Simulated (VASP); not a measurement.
A run of VASP 6.6.1:

INCAR

```
SYSTEM = LiCl
  ALGO = Normal
  EDIFF = 1E-7
  ENCUT = 520
  GGA = PE
  ISIF = 2
  ISMEAR = 0
  LASPH = .TRUE.
  LCHARG = .FALSE.
  LREAL = .FALSE.
  LWAVE = .FALSE.
  NBANDS = 30
  NELM = 80
  PREC = Accurate
  SIGMA = 0.02
```

Contents of KPOINTS:

```
k-points
0
G
  4 4 6
  0 0 0
```

The input POSCAR:

```
LiCl
1.0
    7.0179949373      0.0000000000      0.0000000000
    0.0000000000      7.0179949373      0.0000000000
    0.0000000000      0.0000000000      3.7066525228
Li Cl
4 4
Direct
    0.6630130282      0.6630130282      0.5000000000
    0.1630130282      0.8369869718      0.2500000000
    0.3369869718      0.3369869718      0.0000000000
    0.8369869718      0.1630130282      0.7500000000
    0.8304549490      0.8304549490      0.0000000000
    0.3304549490      0.6695450510      0.7500000000
    0.1695450510      0.1695450510      0.5000000000
    0.6695450510      0.3304549490      0.2500000000
```

Potentials or basis: VASP PAW PBE potentials, release 64 (Li_sv, Cl).

Command:

```sh
$ cat potpaw_PBE.64/Li_sv/POTCAR potpaw_PBE.64/Cl/POTCAR > POTCAR
$ mpirun -np 1 vasp_std > vasp.out
```

Hardware: 1 thread of Intel(R) Xeon(R) 6975P-C (Granite Rapids) (shared host).

Estimate the wall time of this run.

Wall time 71 s on 1 thread of Intel(R) Xeon(R) 6975P-C (Granite Rapids), with other jobs on the host, peak memory 0.3 GiB. Counts: scf iterations 15, k points 24.
